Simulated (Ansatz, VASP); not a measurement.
Two plane-wave programs on Ta3I2

```
Ta I
1.0
     3.56984    2.06105    5.32872
    -3.56984    2.06105    5.32872
     0.00000   -4.12210    5.32872
Ta I
6 4
Direct
  0.97214 0.52786 0.75000
  0.75000 0.97214 0.52786
  0.52786 0.75000 0.97214
  0.02786 0.47214 0.25000
  0.25000 0.02786 0.47214
  0.47214 0.25000 0.02786
  0.90144 0.90144 0.90144
  0.59856 0.59856 0.59856
  0.09856 0.09856 0.09856
  0.40144 0.40144 0.40144
```

Alike in both runs: functional PBE; k mesh 6 × 6 × 6; occupations gaussian, width 0.1 eV; no spin polarisation.

Ansatz relaxed the structure, and its values are those at the end. VASP's run is a single point on that final structure, the one shown.

```csv
,VASP,Ansatz
version,VASP 6.6.1,Ansatz 0.2.0
potentials or method,"VASP PAW PBE potentials, release 64 (Ta_pv, I), cutoff 520 eV","scalar-relativistic, plane waves, PAW"
valence electrons in the cell,94,146
```

```tsv
	VASP	Ansatz	Ansatz less VASP
gap on the k mesh at the Fermi level (eV)	none	none	-
pressure (GPa)	0.0	0.0	+0.02
rms of the force components (eV/Å)	0.004	0.001	-0.0030
```

A gap of «none» marks a metal or a gap that the smearing closes. VASP's potentials hold 94 valence electrons a cell and Ansatz's 146, so a difference there can come from the potentials and not from the codes.

Spin-orbit coupling is off throughout.
